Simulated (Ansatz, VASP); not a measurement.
**One calculation of Zn, two programs**

File INCAR:

```
SYSTEM = Zn
  PREC = Accurate
  ENCUT = 520
  EDIFF = 1E-8
  ISMEAR = -1
  SIGMA = 0.03
  LREAL = .False.
  LASPH = .True.
  NELM = 80
  ALGO = Normal
  ISIF = 2
  LWAVE = .False.
  LCHARG = .False.
  GGA = PS
  LEFG = .True.
  NBANDS = 19
```

KPOINTS

```
Automatic mesh
0
Gamma
  18 18 9
  0 0 0
```

The input POSCAR:

```
Zn
1.0
    2.6013852309      0.0000000000      0.0000000000
   -1.3006926154      2.2528656950      0.0000000000
    0.0000000000      0.0000000000      4.9218926302
Zn
2
Direct
    0.3333333333      0.6666666667      0.2500000000
    0.6666666667      0.3333333333      0.7500000000
```

Input for Ansatz:

```yaml
crystal:
  lattice:
    - [2.6013852309, 0.0, 0.0]
    - [-1.3006926154, 2.252865695, 0.0]
    - [0.0, 0.0, 4.9218926302]
  atoms:
    - { symbol: Zn, position: [0.3333333333, 0.6666666667, 0.25] }
    - { symbol: Zn, position: [0.6666666667, 0.3333333333, 0.75] }
kpoints:
  mp_grid: { grid: [18, 18, 9] }
scf:
  occupations: { method: fermi_dirac, width: 0.03 }
hamiltonian:
  xc: pbesol
  pseudopotentials: { kind: paw }
output:
  forces: true
  stress: true
  eigenvalues: true
  efg: { contact_densities: true }
```

Change from the starting cell: z stretched by +1 % at fixed volume, PAW files.

Alike in both runs: task electric field gradients; functional PBEsol; k mesh 18 × 18 × 9; occupations fermi-dirac, width 0.03 eV; no spin polarisation.

|  | VASP | Ansatz |
| --- | --- | --- |
| version | VASP 6.6.1 | Ansatz 0.2.0 |
| potentials or method | VASP PAW PBE potentials, release 64 (Zn) | PAW with Ansatz's default frozen-core files, scalar-relativistic |
| plane-wave cutoff (eV) | 520 | 420 |
| valence electrons in the cell | 24 | 24 |

Ansatz gave:

- pressure (GPa): -1.0
- traceless stress, the component that is largest in VASP (GPa): 0.94
- size of Vzz on the site where it differs most (V/Å²): 41.6

Question: Which values does VASP return?

Answer: Pressure (GPa): -0.5; traceless stress, the component that is largest in VASP (GPa): 0.76; size of Vzz on the site where it differs most (V/Å²): 42.4.

VASP's potentials were made for PBE, not for PBEsol. With one functional, cell and mesh, what is left measures potentials, basis and numerics.
